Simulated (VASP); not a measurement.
Write the native input for VASP 6.6.1 that does the following.

```yaml
Task: relaxation of cell and atoms
Functional: LDA
Potentials_or_basis: VASP PAW LDA potentials, release 64 (Ta_pv, Ru_pv)
Cutoff: 600 eV
k_mesh: 14 × 14 × 12
Occupations: gaussian, width 0.1 eV
Spin: no spin polarisation
Dipole_correction: no
Further_INCAR_settings: ALGO = Fast; EDIFF = 1e-07; IBRION = 2; EDIFFG = -0.005; NSW = 100; ISIF = 3
```

The structure of TaRu lies in POSCAR:

```
TaRu
1.0
    3.0075490204      0.0000000000      0.0000000000
    0.0000000000      3.0075490204      0.0000000000
    0.0000000000      0.0000000000      3.3510012646
Ta Ru
1 1
Direct
    0.5000000000      0.5000000000      0.5000000000
    0.0000000000      0.0000000000      0.0000000000
```

One way to write it, as run:

INCAR

```
PREC = Accurate ; ENCUT = 600
EDIFF = 1E-7 ; ISMEAR = 0
SIGMA = 0.1 ; LREAL = False
LASPH = True ; NELM = 100
ALGO = Fast ; ISIF = 3
LWAVE = False ; LCHARG = False
IBRION = 2 ; NSW = 100
EDIFFG = -0.005
```

KPOINTS

```
regular mesh
0
Gamma
  14 14 12
```

Potentials or basis: VASP PAW LDA potentials, release 64 (Ta_pv, Ru_pv).

Launch:

```console
$ cat potpaw_LDA.64/Ta_pv/POTCAR potpaw_LDA.64/Ru_pv/POTCAR > POTCAR
$ mpirun -np 1 vasp_std > vasp.out
```

Results of the run:

The relaxed volume is 15.23 Å³/atom. The relaxed cell is a = 3.006 Å, b = 3.006 Å, c = 3.371 Å, α = 90.00°, β = 90.00°, γ = 90.00° and the space group after relaxing (to 0.1 Å) is P4/mmm (No. 123). The energy gained by relaxing is 0.6 meV/atom. The ionic steps are 4, the pressure after relaxing is 0.0 GPa and the band gap on the k mesh is zero (an odd number of electrons rules out a gap without spin polarisation).

Caveat: spin-orbit coupling is left out, which moves the levels of the heavy elements.

Run time: 12 min on 1 thread of AMD EPYC 7R43 64-Core Processor (Zen 3), with other jobs on the host, peak memory 0.24 GiB.
